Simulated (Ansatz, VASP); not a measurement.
**One calculation of BaTiO3, two programs**

File INCAR:

```
SYSTEM = BaTiO3
ALGO     = Normal         ! electronic algorithm
EDIFF    = 1E-6           ! SCF threshold, eV
ENCUT    = 520            ! plane-wave cutoff, eV
ISIF     = 2              ! what is computed and relaxed
ISMEAR   = -1             ! smearing method
LASPH    = .TRUE.         ! aspherical terms in the spheres
LCHARG   = .FALSE.        ! write CHGCAR
LREAL    = .FALSE.        ! projectors in reciprocal space
LWAVE    = .FALSE.        ! write WAVECAR
NBANDS   = 28             ! bands
NELM     = 100            ! most SCF steps
PREC     = Accurate       ! precision mode
SIGMA    = 0.05           ! smearing width, eV
```

KPOINTS

```
k-points
0
G
  7 7 7
  0 0 0
```

The input POSCAR:

```
BaTiO3
1.0
    2.8460914363      1.6431916568      2.3337475400
   -2.8460914363      1.6431916568      2.3337475400
    0.0000000000     -3.2863833137      2.3337475400
Ba Ti O
1 1 3
Direct
    0.0000000000      0.0000000000      0.0000000000
    0.4845000000      0.4845000000      0.4845000000
    0.5086000000      0.0175000000      0.5086000000
    0.0175000000      0.5086000000      0.5086000000
    0.5086000000      0.5086000000      0.0175000000
```

Contents of input.yaml:

```yaml
crystal:
  lattice:
    - [2.8460914363, 1.6431916568, 2.33374754]
    - [-2.8460914363, 1.6431916568, 2.33374754]
    - [0.0, -3.2863833137, 2.33374754]
  atoms:
    - { symbol: Ba, position: [0.0, 0.0, 0.0] }
    - { symbol: Ti, position: [0.4845, 0.4845, 0.4845] }
    - { symbol: O, position: [0.5086, 0.0175, 0.5086] }
    - { symbol: O, position: [0.0175, 0.5086, 0.5086] }
    - { symbol: O, position: [0.5086, 0.5086, 0.0175] }
kpoints:
  mp_grid: { grid: [7, 7, 7] }
scf:
  occupations: { method: fermi_dirac, width: 0.05 }
hamiltonian:
  xc: lda
  pseudopotentials: { kind: all_electron, lapw: { basis_error: 0.002 } }
output:
  forces: true
  stress: true
  eigenvalues: true
```

Change from the starting cell: volume scaled by 1.02.

Alike in both runs: task single point; functional LDA; k mesh 7 × 7 × 7; occupations fermi-dirac, width 0.05 eV; no spin polarisation.

```csv
,VASP,Ansatz
version,VASP 6.6.1,Ansatz 0.2.0
potentials or method,"VASP PAW LDA potentials, release 64 (Ba_sv, Ti_sv, O), cutoff 520 eV","all-electron LAPW, scalar-relativistic"
```

Ansatz gave:

```
gap on the k mesh at the Fermi level (eV)                     : 2.36
least direct gap on the mesh (eV)                             : 2.67
pressure (GPa)                                                : -9.0
traceless stress, the component that is largest in VASP (GPa) : 0.11
rms of the force components (eV/Å)                            : 0.104
```

Which values does VASP return?

gap on the k mesh at the Fermi level (eV): 2.31; least direct gap on the mesh (eV): 2.66; pressure (GPa): -7.1; traceless stress, the component that is largest in VASP (GPa): 0.05; rms of the force components (eV/Å): 0.071.

LDA's correlation is that of Perdew and Zunger in VASP and of Perdew and Wang (1992) in Ansatz. Atom by atom the forces differ by 0.037 eV/Å (rms over components). Ansatz ran all-electron here, and VASP with PAW potentials.

Neither program's run includes spin-orbit coupling.
